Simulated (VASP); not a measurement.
Runs of VASP 6.6.1 on CdTe. The structure is that of space group F-43m (No. 216), or close to it. The cells are those of the table. 

```tsv
task	cell	cutoff (eV)	gap on the mesh (eV)	pressure (GPa)
single point	a = 4.469 Å, angles 60.0°, 2 atoms	520	0.89	4.2
single point	a = 4.271 Å, angles 60.0°, 2 atoms	520	1.31	15.4
relaxation of cell and atoms	relaxed to 10 GPa from a = 4.589 Å, angles 60.0°, 2 atoms	600	1.14	10.0
single point	a = 4.555 Å, angles 60.0°, 2 atoms	520	0.71	1.2
relaxation of cell and atoms	relaxed to 15 GPa from a = 4.589 Å, angles 60.0°, 2 atoms	600	1.30	15.0
relaxation of cell and atoms	relaxed to 7 GPa from a = 4.589 Å, angles 60.0°, 2 atoms	600	1.02	7.0
relaxation of cell and atoms	relaxed to 1 GPa from a = 4.589 Å, angles 60.0°, 2 atoms	600	0.71	1.0
relaxation of cell and atoms	relaxed to 4 GPa from a = 4.589 Å, angles 60.0°, 2 atoms	600	0.88	4.0
single point	a = 4.346 Å, angles 60.0°, 2 atoms	520	(b)	10.3
relaxation of cell and atoms	relaxed to 2 GPa from a = 4.589 Å, angles 60.0°, 2 atoms	600	0.77	2.0
single point	a = 4.523 Å, angles 60.0°, 2 atoms	520	0.78	2.2
single point	a = 4.402 Å, angles 60.0°, 2 atoms	520	(a)	7.2
```

Alike in all rows: level PBEsol; potentials or basis VASP PAW PBE potentials, release 64 (Cd, Te); no spin polarisation; k mesh 6 × 6 × 6; smearing gaussian 0.01 eV.

Question: Estimate the missing entries.

Answer: (a) 1.03; (b) 1.15.

Caveats: the PAW data sets were made with another functional, which shifts forces and pressure a little; spin-orbit coupling is left out, which moves the levels of the heavy elements; the cell is relaxed towards a set pressure, so the enthalpy falls and the energy may rise (some runs).

A k mesh can miss the band edges, and the runs leave out spin-orbit coupling on Cd, Te.
